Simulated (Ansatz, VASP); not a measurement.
# Ti5Si: VASP beside Ansatz

```
Ti Si
1.0
     2.65046    1.53024    4.21644
    -2.65046    1.53024    4.21644
     0.00000   -3.06049    4.21644
Ti Si
5 1
Direct
  0.15136 0.15136 0.15136
  0.60456 0.39544 0.00000
  0.00000 0.60456 0.39544
  0.84864 0.84864 0.84864
  0.39544 0.00000 0.60456
  0.50000 0.50000 0.50000
```

Change from the starting cell: strain +0.050 along x and y, -0.050 along z, atoms carried along.

Alike in both runs: task single point; functional PBE; k mesh 12 × 12 × 12; occupations gaussian, width 0.15 eV; no spin polarisation.

|  | VASP | Ansatz |
| --- | --- | --- |
| version | VASP 6.6.1 | Ansatz 0.2.0 |
| potentials or method | VASP PAW PBE potentials, release 64 (Ti_sv, Si), cutoff 520 eV | scalar-relativistic, plane waves, PAW |
| valence electrons in the cell | 64 | 64 |

Ansatz gave:

* gap on the k mesh at the Fermi level (eV): none
* pressure (GPa): -3.7
* traceless stress, the component that is largest in VASP (GPa): 6.98
* rms of the force components (eV/Å): 0.113

Q: What did VASP give for the same quantities?

A: gap on the k mesh at the Fermi level (eV): none; pressure (GPa): -3.8; traceless stress, the component that is largest in VASP (GPa): 6.96; rms of the force components (eV/Å): 0.112.

Atom by atom the forces differ by 0.001 eV/Å (rms over components). A gap of «none» marks a metal or a gap that the smearing closes.
